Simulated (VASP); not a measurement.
A run of VASP 6.6.1 is set up as follows.

Contents of INCAR:

```
SYSTEM = YV
PREC = Accurate ; ENCUT = 520
EDIFF = 1E-6 ; ISMEAR = 0
SIGMA = 0.1 ; LREAL = .FALSE.
LASPH = .TRUE. ; NELM = 150
ALGO = Fast ; ISIF = 2
LWAVE = .FALSE. ; LCHARG = .FALSE.
ISPIN = 2 ; MAGMOM = 3.5 0
LORBIT = 11 ; LMAXMIX = 4
GGA = PE ; NBANDS = 23
```

Contents of KPOINTS:

```
regular mesh
0
G
  12 12 12
  0 0 0
```

Contents of POSCAR:

```
YV
1.0
    3.6142622652      0.0000000000      0.0000000000
    0.0000000000      3.6142622652      0.0000000000
    0.0000000000      0.0000000000      3.6142622652
V Y
1 1
Direct
    0.0000000000      0.0000000000      0.0000000000
    0.5000000000      0.5000000000      0.5000000000
```

Potentials or basis: VASP PAW PBE potentials, release 64 (V_sv, Y_sv).

Command:

```bash
$ cat potpaw_PBE.64/V_sv/POTCAR potpaw_PBE.64/Y_sv/POTCAR > POTCAR
$ mpirun -np 1 vasp_std > vasp.out
```

(1) What does it give for the pressure?

(2) What does it give for the site moments?

## Answers

(1) -0.1 GPa.

(2) V +2.44; Y +0.36 μB.
